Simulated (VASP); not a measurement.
# BaCd3Se4 (Fmmm) in VASP: notebook

BaCd3Se4 is run at these levels: PBE; tasks: single point.

Everything below comes from runs of VASP 6.6.1. Logs are shortened: lines on timing, memory, paths and dates and some standing lists are left out, and cuts for length are marked.

**1. The cell of the first run**

It takes space group Fmmm (No. 69, orthorhombic). The conventional cell has a = 6.692 Å, b = 11.841 Å, c = 16.933 Å, α = 90.00°, β = 90.00°, γ = 90.00°. Ba (site symmetry mmm) has 6 Cd at 3.35 to 3.40 Å and 8 Se at 4.18 Å within 4.4 Å. Within 3.2 Å of Cd (site symmetry 2/m) lie 2 Se at 2.42 Å. Cd (site symmetry mmm) has 2 Ba at 3.35 Å and 4 Cd at 3.40 Å and 8 Se at 4.18 Å within 4.4 Å. Se (site symmetry 2) has 1 Cd at 2.42 Å within 3.2 Å.

**2. Single point, PBE**

File INCAR:

```
SYSTEM = BaCd3Se4
PREC = Accurate ; ENCUT = 520
EDIFF = 1E-7 ; ISMEAR = 0
SIGMA = 0.15 ; LREAL = .False.
LASPH = .True. ; NELM = 60
ALGO = Normal ; ISIF = 2
LWAVE = .False. ; LCHARG = .True.
GGA = PE ; LELF = .True.
LVHAR = .True. ; NBANDS = 45
```

File KPOINTS:

```
regular mesh
0
Gamma
  2 2 2
  0 0 0
```

File POSCAR:

```
BaCd3Se4
1.0
    0.0000000000      5.9205891517      8.4664443932
    3.3460981915      0.0000000000      8.4664443932
    3.3460981915      5.9205891517      0.0000000000
Ba Cd Se
1 3 4
Direct
    0.0000000000      0.0000000000      0.0000000000
    0.5000000000      0.5000000000      0.0000000000
    0.0000000000      0.0000000000      0.5000000000
    0.5000000000      0.5000000000      0.5000000000
    0.8568920343      0.8568920343      0.6431079657
    0.6431079657      0.6431079657      0.8568920343
    0.1431079657      0.1431079657      0.3568920343
    0.3568920343      0.3568920343      0.1431079657
```

Potentials or basis: VASP PAW PBE potentials, release 64 (Ba_sv, Cd, Se).

Launch:

```
> cat potpaw_PBE.64/Ba_sv/POTCAR potpaw_PBE.64/Cd/POTCAR potpaw_PBE.64/Se/POTCAR > POTCAR
> mpirun -np 1 vasp_std > vasp.out
```

OUTCAR:

```text
SYSTEM = BaCd3Se4
   PREC = Accurate
   ENCUT = 520
   EDIFF = 1E-7
   ISMEAR = 0
   LREAL = .False.
   LASPH = .True.
   NELM = 60
   ISIF = 2
   GGA = PE

 ion  position               nearest neighbor table
   1  0.000  0.000  0.000-   4 3.35   4 3.35   2 3.40   3 3.40   2 3.40   3 3.40
   2  0.500  0.500  0.000-   6 2.42   8 2.42   3 3.35   3 3.35   1 3.40   4 3.40   1 3.40   4 3.40

   3  0.000  0.000  0.500-   5 2.42   7 2.42   2 3.35   2 3.35   4 3.40   1 3.40   1 3.40   4 3.40

   4  0.500  0.500  0.500-   1 3.35   1 3.35   3 3.40   2 3.40   2 3.40   3 3.40
   5  0.857  0.857  0.643-   3 2.42
   6  0.643  0.643  0.857-   2 2.42
   7  0.143  0.143  0.357-   3 2.42
   8  0.357  0.357  0.143-   2 2.42

  LATTYP: Found a face centered orthorhombic cell.
 ALAT       =     6.6921963830
 B/A-ratio  =     1.7694009001
 C/A-ratio  =     2.5302438568

  Lattice vectors:

 A1 = (   0.0000000000,   5.9205891517,   8.4664443932)
 A2 = (   3.3460981915,   0.0000000000,   8.4664443932)
 A3 = (   3.3460981915,   5.9205891517,   0.0000000000)

Analysis of symmetry for initial positions (statically):
=====================================================================
 Subroutine PRICEL returns:
 Original cell was already a primitive cell.

 Routine SETGRP: Setting up the symmetry group for a
 face centered orthorhombic supercell.

 Subroutine GETGRP returns: Found  8 space group operations
 (whereof  8 operations were pure point group operations)
 out of a pool of  8 trial point group operations.

The static configuration has the point symmetry D_2h.

Analysis of symmetry for dynamics (positions and initial velocities):
=====================================================================
 Subroutine PRICEL returns:
 Original cell was already a primitive cell.

 Routine SETGRP: Setting up the symmetry group for a
 face centered orthorhombic supercell.

 Subroutine GETGRP returns: Found  8 space group operations
 (whereof  8 operations were pure point group operations)
 out of a pool of  8 trial point group operations.

The dynamic configuration has the point symmetry D_2h.

 Subroutine INISYM returns: Found  8 space group operations
 (whereof  8 operations are pure point group operations),
 and found     1 'primitive' translations

----------------------------------------------------------------------------------------

                                     Primitive cell

  volume of cell :     335.4553

  direct lattice vectors                    reciprocal lattice vectors
     0.000000000  5.920589152  8.466444393    -0.149427773  0.084451055  0.059056669
     3.346098191  0.000000000  8.466444393     0.149427773 -0.084451055  0.059056669
     3.346098191  5.920589152  0.000000000     0.149427773  0.084451055 -0.059056669

  length of vectors
    10.331217574  9.103683528  6.800716801     0.181516749  0.181516749  0.181516749

  position of ions in fractional coordinates (direct lattice)
     0.000000000  0.000000000  0.000000000
     0.500000000  0.500000000  0.000000000
     1.000000000  0.000000000  0.500000000
     0.500000000  0.500000000  0.500000000
     0.856892034  0.856892034  0.643107966
     0.643107966  0.643107966  0.856892034
     0.143107966  0.143107966  0.356892034
     0.356892034  0.356892034  0.143107966

  ion indices of the primitive-cell ions
   primitive index   ion index
                 1           1
                 2           2
                 3           3
                 4           4
                 5           5
                 6           6
                 7           7
                 8           8

----------------------------------------------------------------------------------------

 KPOINTS: regular mesh

Automatic generation of k-mesh.
 Grid dimensions read from file:
 generate k-points for:    2    2    2

 Generating k-lattice:

  Cartesian coordinates                     Fractional coordinates (reciprocal lattice)
    -0.074713886  0.042225527  0.029528334     0.500000000 -0.000000000 -0.000000000
     0.074713886 -0.042225527  0.029528334     0.000000000  0.500000000  0.000000000
     0.074713886  0.042225527 -0.029528334     0.000000000  0.000000000  0.500000000

  Length of vectors
     0.090758374  0.090758374  0.090758374

  Shift w.r.t. Gamma in fractional coordinates (k-lattice)
     0.000000000  0.000000000  0.000000000

 Subroutine IBZKPT returns following result:
 ===========================================

 Found      5 irreducible k-points:

 Following reciprocal coordinates:
            Coordinates               Weight
  0.000000  0.000000  0.000000      1.000000
  0.500000  0.000000 -0.000000      4.000000
  0.500000  0.500000  0.000000      1.000000
  0.500000  0.000000  0.500000      1.000000
  0.000000  0.500000  0.500000      1.000000
   k-points           NKPTS =      5   k-points in BZ     NKDIM =      5   number of bands    NBANDS=     45
   number of dos      NEDOS =    301   number of ions     NIONS =      8
   total plane-waves  NPLWV = 302400
   dimension x,y,z NGX =    80 NGY =   70 NGZ =   54
   dimension x,y,z NGXF=   160 NGYF=  140 NGZF=  108
   ions per type =               1   3   4
   NGX,Y,Z   is equivalent  to a cutoff of  12.87, 12.78, 13.20 a.u.
   NGXF,Y,Z  is equivalent  to a cutoff of  25.75, 25.57, 26.40 a.u.
 SYSTEM =  BaCd3Se4
   PREC   = accura    normal or accurate (medium, high low for compatibility)
   ISTART =      0    job   : 0-new  1-cont  2-samecut
   ICHARG =      2    charge: 1-file 2-atom 10-const
   ISPIN  =      1    spin polarized calculation?
   LNONCOLLINEAR =      F non collinear calculations
   LSORBIT =      F    spin-orbit coupling
   LASPH  =      T    aspherical Exc in radial PAW
   ENCUT  =  520.0 eV  38.22 Ry    6.18 a.u.  19.21 16.93 12.64*2*pi/ulx,y,z
   NELM   =     60;   NELMIN=  2; NELMDL= -5     # of ELM steps
   EDIFF  = 0.1E-06   stopping-criterion for ELM
   LREAL  =      F    real-space projection
   EDIFFG = 0.1E-05   stopping-criterion for IOM
   NSW    =      0    number of steps for IOM
   IBRION =     -1    ionic relax: 0-MD 1-quasi-New 2-CG
   NFREE  =      0    steps in history (QN), initial steepest desc. (CG)
   ISIF   =      2    stress and relaxation
   ISYM   =      2    0-nonsym 1-usesym 2-fastsym
   POTIM  = 0.5000    time-step for ionic-motion
   TEBEG  =    0.0;   TEEND  =   0.0 temperature during run
   PSTRESS=    0.0 pullay stress
   NELECT =      70.0000    total number of electrons
   NUPDOWN=      -1.0000    fix difference up-down
   EMIN   =  10.00;   EMAX   =-10.00  energy-range for DOS
   EFERMI =   0.00;   METHOD = LEGACY
   ISMEAR =     0;   SIGMA  =   0.15  broadening in eV -4-tet -1-fermi 0-gaus
   EFERMI_NEDOS =   21; number of points for ismear=-14 and -15
   IALGO  =     38    algorithm
   IMIX   =      4    mixing-type and parameters
     AMIX     =   0.40;   BMIX     =  1.00
     AMIX_MAG =   1.60;   BMIX_MAG =  1.00
  volume/ion in A,a.u.               =      41.93       282.97
  Fermi-wavevector in a.u.,A,eV,Ry     =   0.971022  1.834966 12.828725  0.942885
  Thomas-Fermi vector in A             =   2.101206
   LORBIT       =      0    0 simple, 1 ext, 2 COOP (PROOUT), +10 PAW based schemes
   GGA     = PE    functional components
   LHFCALC =     F    Hartree Fock is set to
   AEXX    =    0.0000 exact exchange contribution
   IVDW    =     0    specifies the selected vdW correction
   LEPSILON=     F    determine dielectric tensor
   LRPA    =     F    only Hartree local field effects (RPA)
 non-spin polarized calculation
 Gauss-broadening in eV      SIGMA  =   0.15
  energy-cutoff  :      520.00
  volume of cell :      335.46
 maximum number of plane-waves:      9053
 NGX is ok and might be reduce to    80
   NGX = 39   NGY = 33   NGZ = 25

 number of electron      70.0000004 magnetization

 Free energy of the ion-electron system (eV)
  ---------------------------------------------------
  ext. energy  EPLUGINS =         0.00000000
  ---------------------------------------------------
  free energy    TOTEN  =       -18.86425016 eV

  energy without entropy =      -18.86398794  energy(sigma->0) =      -18.86411905

 E-fermi :  -0.1345     XC(G=0):  -7.1923

 val. band max:       -0.4502468914   @ k =   0.0000   0.5000   0.5000
 cond. band min:       0.1923814140   @ k =   0.0000   0.5000   0.5000
 fundamental gap:      0.6426283053
 Fermi energy:        -0.1345445586

 k-point     1 :       0.0000    0.0000    0.0000
  band No.  band energies     occupation
      1     -29.2009      2.00000
      2     -14.4406      2.00000
      3     -14.4368      2.00000
      4     -14.2950      2.00000
      5     -12.9134      2.00000
      6     -12.2549      2.00000
[... 37 lines left out ...]
     44       2.8647      0.00000
     45       3.0882      0.00000

 k-point     2 :       0.5000    0.0000   -0.0000
  band No.  band energies     occupation
      1     -29.2000      2.00000
      2     -14.5025      2.00000
      3     -14.4631      2.00000
      4     -14.2937      2.00000
      5     -12.5729      2.00000
      6     -12.5593      2.00000
[... 37 lines left out ...]
     44       3.6085      0.00000
     45       4.1062      0.00000

 k-point     3 :       0.5000    0.5000    0.0000
  band No.  band energies     occupation
      1     -29.2009      2.00000
      2     -14.4406      2.00000
      3     -14.4368      2.00000
      4     -14.2955      2.00000
      5     -12.7958      2.00000
      6     -12.4207      2.00000
[... 37 lines left out ...]
     44       2.9094      0.00000
     45       3.0429      0.00000

 k-point     4 :       0.5000    0.0000    0.5000
  band No.  band energies     occupation
      1     -29.2002      2.00000
      2     -14.5104      2.00000
      3     -14.4588      2.00000
      4     -14.2906      2.00000
      5     -12.8843      2.00000
      6     -12.2679      2.00000
[... 37 lines left out ...]
     44       3.4335      0.00000
     45       3.4566      0.00000

 k-point     5 :       0.0000    0.5000    0.5000
  band No.  band energies     occupation
      1     -29.2002      2.00000
      2     -14.5096      2.00000
      3     -14.4589      2.00000
      4     -14.2906      2.00000
      5     -12.7676      2.00000
      6     -12.4331      2.00000
[... 37 lines left out ...]
     44       3.3740      0.00000
     45       3.5087      0.00000

------------------------ aborting loop because EDIFF is reached ----------------------------------------

  FORCE on cell =-STRESS in cart. coord.  units (eV):
  Direction    XX          YY          ZZ          XY          YZ          ZX
  --------------------------------------------------------------------------------------
  -------------------------------------------------------------------------------------
  Total        0.2196568      0.3198081      1.1770515     -0.0000000      0.0000000      0.0000000
  in kB        1.0491090      1.5274444      5.6217480     -0.0000000      0.0000000      0.0000000
  external PRESSURE =       2.7327671 kB  Pullay stress =       0.0000000 kB

 VOLUME and BASIS-vectors are now :
 -----------------------------------------------------------------------------
  energy-cutoff  :      520.00
  volume of cell :      335.46
      direct lattice vectors                 reciprocal lattice vectors
     0.000000000  5.920589152  8.466444393    -0.149427773  0.084451055  0.059056669
     3.346098191  0.000000000  8.466444393     0.149427773 -0.084451055  0.059056669
     3.346098191  5.920589152  0.000000000     0.149427773  0.084451055 -0.059056669

 POSITION                                       TOTAL-FORCE (eV/Angst)
 -----------------------------------------------------------------------------------
      0.00000      0.00000      0.00000        -0.000000     -0.000000      0.000000
      1.67305      2.96029      8.46644        -0.000000      0.000000      0.000000
      1.67305      2.96029      0.00000        -0.000000     -0.000000     -0.000000
      3.34610      5.92059      8.46644         0.000000     -0.000000      0.000000
      5.01915      8.88088     14.50966        -0.000000     -0.000000     -0.069170
      5.01915      8.88088     10.88968        -0.000000     -0.000000      0.069170
      1.67305      2.96029      2.42323         0.000000     -0.000000      0.069170
      1.67305      2.96029      6.04321         0.000000     -0.000000     -0.069170
 -----------------------------------------------------------------------------------
    total drift:                               -0.000000      0.000000     -0.000000

  FREE ENERGIE OF THE ION-ELECTRON SYSTEM (eV)
  ---------------------------------------------------
  free  energy   TOTEN  =       -18.8642501598 eV

  energy  without entropy=      -18.8639879367  energy(sigma->0) =      -18.86411905
```

Run time: 3.3 min. Hardware: 1 thread of Intel Xeon Platinum 8375C at 2.90GHz (Ice Lake), shared host; peak memory 0.65 GiB.

Results:

- Free energy: -18.8643 eV
- Pressure: 0.3 GPa
- Largest force: 0.069 eV/Å
- Band gap on the k mesh: zero (band 35 reaches 0.77 eV, above the bottom of band 36 at -0.71 eV)

Forces on the atoms (eV/Å):
```
Ba   0.000  0.000  0.000
Cd   0.000  0.000  0.000
Cd   0.000  0.000  0.000
Cd   0.000  0.000  0.000
Se   0.000  0.000 -0.069
Se   0.000  0.000  0.069
Se   0.000  0.000  0.069
Se   0.000  0.000 -0.069
```

Levels at points of the mesh, in eV from the Fermi level:
```csv
k point,band 30,band 31,band 32,band 33,band 34,band 35,band 36,band 37,band 38,band 39
"(0.00, 0.00, 0.00)",-2.05,-1.93,-1.27,-1.04,-0.74,0.91,1.07,1.13,1.48,2.08
"(0.50, 0.00, 0.00)",-1.36,-1.32,-1.19,-1.06,-0.92,-0.85,-0.58,0.42,1.08,1.59
"(0.50, 0.50, 0.00)",-1.90,-1.49,-1.19,-1.11,-0.54,0.80,1.19,1.34,1.98,2.17
"(0.50, 0.00, 0.50)",-1.97,-1.42,-1.26,-1.09,-0.52,0.37,1.05,1.15,1.49,1.73
"(0.00, 0.50, 0.50)",-1.70,-1.20,-1.14,-1.12,-0.32,0.33,1.14,1.35,1.64,2.30
```

Caveat: the k points lie up to 0.57 Å⁻¹ apart; spin-orbit coupling is left out, which moves the levels of the heavy elements.

**3. Single point, PBE**

This run uses another cell than the first one, of 44.30 Å³/atom, 1.057 times its volume.

File INCAR:

```
SYSTEM = BaCd3Se4
PREC = Accurate
ENCUT = 520
EDIFF = 1E-6
ISMEAR = 0
SIGMA = 0.15
LREAL = .False.
LASPH = .True.
NELM = 60
ALGO = Normal
ISIF = 2
LWAVE = .False.
LCHARG = .True.
GGA = PE
LELF = .True.
LVHAR = .True.
NBANDS = 45
```

File KPOINTS:

```
Automatic mesh
0
Gamma
  2 2 2
  0 0 0
```

File POSCAR:

```
BaCd3Se4
1.0
    0.0000000000      5.5151855675      5.8603138282
    5.4829044120      0.0000000000      5.8603138282
    5.4829044120      5.5151855675      0.0000000000
Ba Cd Se
1 3 4
Direct
    0.0000000000      0.0000000000      0.0000000000
    0.5000000000      0.0000000000      0.0000000000
    0.0000000000      0.5000000000      0.5000000000
    0.5000000000      0.5000000000      0.5000000000
    0.7219718592      0.2780281408      0.7219718592
    0.2780281408      0.7219718592      0.2780281408
    0.5000000000      0.5000000000      0.0000000000
    0.0000000000      0.0000000000      0.5000000000
```

Potentials or basis: VASP PAW PBE potentials, release 64 (Ba_sv, Cd, Se).

Launch:

```
> cat potpaw_PBE.64/Ba_sv/POTCAR potpaw_PBE.64/Cd/POTCAR potpaw_PBE.64/Se/POTCAR > POTCAR
> mpirun -np 1 vasp_std > vasp.out
```

It took 2.4 min on 1 thread of Intel Xeon Platinum 8375C at 2.90GHz (Ice Lake), shared host; peak memory 0.53 GiB.

It converged, with:

| Quantity | Value |
| --- | --- |
| Free energy | -18.9181 eV |
| Pressure | -0.1 GPa |
| Largest force | 0.033 eV/Å |
| Band gap on the k mesh | 0.45 eV, indirect (least direct gap 0.48 eV) |

Forces on the atoms (eV/Å):
```
Ba   0.000  0.000  0.000
Cd   0.000  0.000  0.000
Cd   0.000  0.000  0.000
Cd   0.000  0.000  0.000
Se   0.000 -0.033  0.000
Se   0.000  0.033  0.000
Se   0.000  0.000  0.000
Se   0.000  0.000  0.000
```

Stress tensor (GPa, compression positive):
```
-0.63  0.00  0.00
 0.00  0.16  0.00
 0.00  0.00  0.27
```

Levels at points of the mesh, in eV from the valence-band top:
```
           k point  band 33  band 34  band 35  band 36  band 37  band 38
(0.00, 0.00, 0.00)    -0.63    -0.29    -0.13     0.78     0.83     1.29
(0.50, 0.00, 0.00)    -0.61    -0.60    -0.53     0.63     1.74     1.84
(0.50, 0.50, 0.00)    -0.61    -0.27    -0.19     0.57     0.73     0.74
(0.50, 0.00, 0.50)    -0.98    -0.60     0.00     0.48     0.86     0.92
(0.00, 0.50, 0.50)    -0.80    -0.57    -0.10     0.45     0.85     1.14
```

Caveat: the k points lie up to 0.48 Å⁻¹ apart; spin-orbit coupling is left out, which moves the levels of the heavy elements. A k mesh can miss the band edges.
